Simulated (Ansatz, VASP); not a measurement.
Two plane-wave programs on Be2Se

```
Be Se
1.0
    -2.39177    2.39177    3.03220
     2.39177   -2.39177    3.03220
     2.39177    2.39177   -3.03220
Be Se
2 1
Direct
  0.66366 0.66366 0.00000
  0.33634 0.33634 0.00000
  0.00000 0.00000 0.00000
```

Alike in both runs: functional PBE; k mesh 8 × 8 × 8; occupations gaussian, width 0.02 eV; no spin polarisation.

Ansatz relaxed the structure, and its values are those at the end. VASP's run is a single point on that final structure, the one shown.

```csv
,VASP,Ansatz
version,VASP 6.6.1,Ansatz 0.2.0
potentials or method,"VASP PAW PBE potentials, release 64 (Be, Se), cutoff 520 eV","scalar-relativistic, plane waves, PAW"
valence electrons in the cell,10,20
```

VASP gave:

* gap on the k mesh at the Fermi level (eV): 0.79
* least direct gap on the mesh (eV): 0.79
* pressure (GPa): 0.1
* rms of the force components (eV/Å): 0.012

Problem. Which values does Ansatz return?

Solution. gap on the k mesh at the Fermi level (eV): 0.79; least direct gap on the mesh (eV): 0.79; pressure (GPa): 0.0; rms of the force components (eV/Å): 0.001.

With one functional, cell and mesh, what is left measures potentials, basis and numerics. VASP's potentials hold 10 valence electrons a cell and Ansatz's 20, so a difference there can come from the potentials and not from the codes.
